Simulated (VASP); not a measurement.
TiO2, 12 atoms in the cell. It takes space group C2/c (No. 15, monoclinic). The conventional cell has a = 5.288 Å, b = 5.288 Å, c = 5.395 Å, α = 90.00°, β = 118.79°, γ = 90.00°. Within 2.5 Å of Ti (site symmetry 2) lie 6 O at 1.91 to 1.97 Å. Within 2.5 Å of O (site symmetry 1) lie 3 Ti at 1.91 to 1.97 Å and 2 O at 2.44 Å.  This cell differs from its parent crystal: shear of c along a, cell held: -1.0 %, then relaxed in part.

| Property | Result |
| --- | --- |
| Program | VASP 6.6.1 |
| Task | single point |
| Functional | LDA |
| Potentials or basis | VASP PAW LDA potentials, release 64 (Ti_sv, O) |
| Cutoff | 520 eV |
| k mesh | 6 × 6 × 6 |
| Occupations | gaussian, width 0.02 eV |
| Spin | no spin polarisation |
| Dipole correction | no |
| Further INCAR settings | ALGO = Normal; EDIFF = 1e-07; NBANDS = 60 |

Potentials or basis: VASP PAW LDA potentials, release 64 (Ti_sv, O).

Launch:

```bash
$ cat potpaw_LDA.64/Ti_sv/POTCAR potpaw_LDA.64/O/POTCAR > POTCAR
$ mpirun -np 1 vasp_std > vasp.out
```

Hardware: 1 thread of Intel Xeon 8259CL, on a shared host.

Estimate the wall time of this run.

Wall time 32 min on 1 thread of Intel Xeon 8259CL, on a shared host, peak memory 0.47 GiB. Counts: scf iterations 17, k points 80.
